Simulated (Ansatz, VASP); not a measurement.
Zr3W4Se in VASP and in Ansatz

The input INCAR:

```
SYSTEM = Zr3W4Se
  ALGO = Normal
  EDIFF = 1E-7
  ENCUT = 520
  GGA = PE
  ISIF = 2
  ISMEAR = 0
  ISPIN = 2
  LASPH = .TRUE.
  LCHARG = .FALSE.
  LMAXMIX = 4
  LORBIT = 11
  LREAL = .FALSE.
  LWAVE = .FALSE.
  MAGMOM = 0 0 0 0 0 0 0 0
  NBANDS = 63
  NELM = 150
  PREC = Accurate
  SIGMA = 0.1
```

KPOINTS

```
k-points
0
G
  4 4 2
  0 0 0
```

The input POSCAR:

```
Zr3W4Se
1.0
    3.8503404530      0.0000000000      0.0000000000
    0.0000000000      3.8503404530      0.0000000000
    0.0000000000      0.0000000000      9.9551658199
Zr W Se
3 4 1
Direct
    0.0000000000      0.0000000000      0.7513427370
    0.5000000000      0.5000000000      0.2576999464
    0.5000000000      0.5000000000      0.7573797172
    0.5000000000      0.0000000000      0.0003598256
    0.5000000000      0.0000000000      0.5079104633
    0.0000000000      0.5000000000      0.0003598256
    0.0000000000      0.5000000000      0.5079104633
    0.0000000000      0.0000000000      0.2170380315
```

Input for Ansatz:

```yaml
crystal:
  lattice:
    - [3.850340453, 0.0, 0.0]
    - [0.0, 3.850340453, 0.0]
    - [0.0, 0.0, 9.9551658199]
  atoms:
    - { symbol: Zr, position: [0.0, 0.0, 0.751342737] }
    - { symbol: Zr, position: [0.5, 0.5, 0.2576999464] }
    - { symbol: Zr, position: [0.5, 0.5, 0.7573797172] }
    - { symbol: W, position: [0.5, 0.0, 0.0003598256] }
    - { symbol: W, position: [0.5, 0.0, 0.5079104633] }
    - { symbol: W, position: [0.0, 0.5, 0.0003598256] }
    - { symbol: W, position: [0.0, 0.5, 0.5079104633] }
    - { symbol: Se, position: [0.0, 0.0, 0.2170380315] }
basis:
  ecutwfc: 420
kpoints:
  mp_grid: { grid: [4, 4, 2] }
hamiltonian:
  xc: pbe
scf:
  occupations: { method: gaussian, width: 0.1 }
  lower_state_search: "off"
output:
  forces: true
  stress: true
  eigenvalues: true
  populations: true
magnetization:
  spin_polarized: true
```

Change from the starting cell: species swapped into the Fe4Te3Se type (P4mm, No. 99).

Alike in both runs: task single point; functional PBE; k mesh 4 × 4 × 2; occupations gaussian, width 0.1 eV; collinear spin.

```csv
,VASP,Ansatz
version,VASP 6.6.1,Ansatz 0.2.0
potentials or method,"VASP PAW PBE potentials, release 64 (Zr_sv, W_sv, Se), cutoff 520 eV","scalar-relativistic, plane waves, PAW"
valence electrons in the cell,98,108
```

|  | VASP | Ansatz | Ansatz less VASP |
| --- | --- | --- | --- |
| gap on the k mesh at the Fermi level (eV) | none | none | - |
| pressure (GPa) | 0.4 | 0.2 | -0.21 |
| traceless stress, the component that is largest in VASP (GPa) | -2.51 | -2.36 | +0.150 |
| rms of the force components (eV/Å) | 0.047 | 0.046 | -0.0012 |
| net moment per atom (μB) | 0.00 | 0.00 | 0.000 |

Atom by atom the forces differ by 0.005 eV/Å (rms over components). A gap of «none» marks a metal or a gap that the smearing closes. VASP's potentials hold 98 valence electrons a cell and Ansatz's 108, so a difference there can come from the potentials and not from the codes. Ansatz's warnings: no starting moments, stability check not made.

The k mesh is coarse, so the values compare programs but aren't converged. Neither program's run includes spin-orbit coupling.
